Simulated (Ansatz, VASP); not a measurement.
## TaN in VASP and in Ansatz

```xyz
2
Lattice="2.9380 0.0000 0.0000 -1.4690 2.6207 0.0000 0.0000 0.0000 2.8830" Properties=species:S:1:pos:R:3 pbc="T T T"
Ta    0.0000    1.7471    1.4415
N     0.0000    0.0000    0.0000
```

Change from the starting cell: strain +0.0300 x Voigt [0, 1, 0, 0, 0, 0], atoms carried along.

Alike in both runs: task single point; functional PBEsol; k mesh 18 × 18 × 16; occupations gaussian, width 0.15 eV; no spin polarisation.

|  | VASP | Ansatz |
| --- | --- | --- |
| version | VASP 6.6.1 | Ansatz 0.2.0 |
| potentials or method | VASP PAW PBE potentials, release 64 (Ta_pv, N), cutoff 520 eV | scalar-relativistic, plane waves, PAW |
| valence electrons in the cell | 16 | 18 |

VASP gave:

| Quantity | Value |
| --- | --- |
| gap on the k mesh at the Fermi level (eV) | none |
| pressure (GPa) | -13.1 |
| traceless stress, the component that is largest in VASP (GPa) | -8.71 |
| rms of the force components (eV/Å) | 0.011 |

**Question.** What did Ansatz give for the same quantities?

**Answer.** gap on the k mesh at the Fermi level (eV): none; pressure (GPa): -13.8; traceless stress, the component that is largest in VASP (GPa): -8.64; rms of the force components (eV/Å): 0.009.

VASP's potentials were made for PBE, not for PBEsol. Atom by atom the forces differ by 0.002 eV/Å (rms over components). A gap of «none» marks a metal or a gap that the smearing closes. The functional is the same, so the differences come from potentials, cutoffs and numerics. VASP's potentials hold 16 valence electrons a cell and Ansatz's 18, so a difference there can come from the potentials and not from the codes.

Neither program's run includes spin-orbit coupling.
